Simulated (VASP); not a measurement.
Set up this calculation in VASP 6.6.1, as the native input.

| Property | Result |
| --- | --- |
| Task | relaxation of cell and atoms |
| Functional | r2SCAN |
| Potentials or basis | VASP PAW PBE potentials, release 64 (Mg, S) |
| Cutoff | 660 eV |
| k mesh | 7 × 7 × 7 |
| Occupations | gaussian, width 0.01 eV |
| Spin | no spin polarisation |
| Target pressure | 20 GPa |
| Dipole correction | no |
| Further INCAR settings | ALGO = Normal; EDIFF = 1e-07; IBRION = 2; EDIFFG = -0.03; NSW = 50; ISIF = 3 |

The system is MgS.

```
CELL_PARAMETERS angstrom
0.00000 2.83312 2.83312
2.83312 0.00000 2.83312
2.83312 2.83312 0.00000
ATOMIC_POSITIONS crystal
Mg 0.00000 0.00000 0.00000
S 0.25000 0.25000 0.25000
```

One way to write it, as run:

POSCAR

```
MgS
1.0
    0.0000000000      2.8331200000      2.8331200000
    2.8331200000      0.0000000000      2.8331200000
    2.8331200000      2.8331200000      0.0000000000
Mg S
1 1
Direct
    0.0000000000      0.0000000000      0.0000000000
    0.2500000000      0.2500000000      0.2500000000
```

INCAR.step1

```
SYSTEM = MgS
  PREC = Accurate
  ENCUT = 660
  ISMEAR = 0
  SIGMA = 0.01
  LREAL = .False.
  LASPH = .True.
  NELM = 120
  GGA = PE
  ALGO = Normal
  EDIFF = 1E-5
  LWAVE = .True.
  LCHARG = .False.
  GGA_COMPAT = .False.
  IBRION = 2
  ISIF = 3
  EDIFFG = -0.005
  NELMIN = 4
  NSW = 100
```

INCAR.step2

```
SYSTEM = MgS
  PREC = Accurate
  ENCUT = 660
  EDIFF = 1E-7
  ISMEAR = 0
  SIGMA = 0.01
  LREAL = .False.
  LASPH = .True.
  NELM = 120
  ALGO = Normal
  ISIF = 3
  LWAVE = .False.
  LCHARG = .False.
  METAGGA = R2SCAN
  LMIXTAU = .True.
  IBRION = 2
  NSW = 50
  EDIFFG = -0.03
  PSTRESS = 200.0
  ISTART = 1
  GGA_COMPAT = .False.
  NELMIN = 4
```

KPOINTS

```
Automatic mesh
0
Gamma
  7 7 7
  0 0 0
```

Potentials or basis: VASP PAW PBE potentials, release 64 (Mg, S).

The run is started by

```bash
$ cat potpaw_PBE.64/Mg/POTCAR potpaw_PBE.64/S/POTCAR > POTCAR
$ cp INCAR.step1 INCAR
$ mpirun -np 1 vasp_std > vasp.out
$ cp INCAR.step2 INCAR
$ mpirun -np 1 vasp_std > vasp.out
```

It gave:

| Quantity | Value |
| --- | --- |
| Relaxed volume | 18.29 Å³/atom |
| Relaxed cell | a = 3.726 Å, b = 3.726 Å, c = 3.726 Å, α = 60.00°, β = 60.00°, γ = 60.00° |
| Space group after relaxing (to 0.1 Å) | F-43m (No. 216) |
| Energy change on relaxing (the run minimises the enthalpy) | +221.7 meV/atom |
| Ionic steps | 4 |
| Pressure after relaxing | 19.7 GPa |
| Band gap on the k mesh | 4.28 eV (least direct gap 5.38 eV) |

Caveat: the cell is relaxed towards a set pressure, so the run minimises the enthalpy, not the energy; the volume moved by over 15 % at a fixed basis, so the end points are rough; the PAW data sets were made with another functional, which shifts forces and pressure a little; an odd mesh through Γ misses points on the zone boundary, where band edges can lie.

Run time: 5.2 min on 1 thread of Intel(R) Xeon(R) Platinum 8259CL CPU @ 2.50GHz (Skylake/Cascade Lake), on a shared host, peak memory 0.23 GiB.
